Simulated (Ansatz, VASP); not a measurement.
# Al2Cu: VASP beside Ansatz

```
Al Cu
1.0
    -2.99617    2.99617    2.41430
     2.99617   -2.99617    2.41430
     2.99617    2.99617   -2.41430
Al Cu
4 2
Direct
  0.34066 0.15934 0.50000
  0.15934 0.65934 0.81868
  0.84066 0.34066 0.18132
  0.65934 0.84066 0.50000
  0.75000 0.75000 0.00000
  0.25000 0.25000 0.00000
```

Alike in both runs: task single point; functional r2SCAN; k mesh 10 × 10 × 10; occupations gaussian, width 0.1 eV; no spin polarisation.

```csv
,VASP,Ansatz
version,VASP 6.6.1,Ansatz 0.2.0
potentials or method,"VASP PAW PBE potentials, release 64 (Al, Cu), cutoff 520 eV","scalar-relativistic, plane waves, PAW"
valence electrons in the cell,34,50
```

```csv
,VASP,Ansatz,Ansatz less VASP
gap on the k mesh at the Fermi level (eV),none,none,-
pressure (GPa),-0.5,-0.4,+0.16
"traceless stress, the component that is largest in VASP (GPa)",-0.21,-0.27,-0.067
rms of the force components (eV/Å),0.008,0.007,-0.0005
```

VASP's potentials were made for PBE, not for r2SCAN. Atom by atom the forces differ by 0.000 eV/Å (rms over components). A gap of «none» marks a metal or a gap that the smearing closes. VASP's potentials hold 34 valence electrons a cell and Ansatz's 50, so a difference there can come from the potentials and not from the codes.
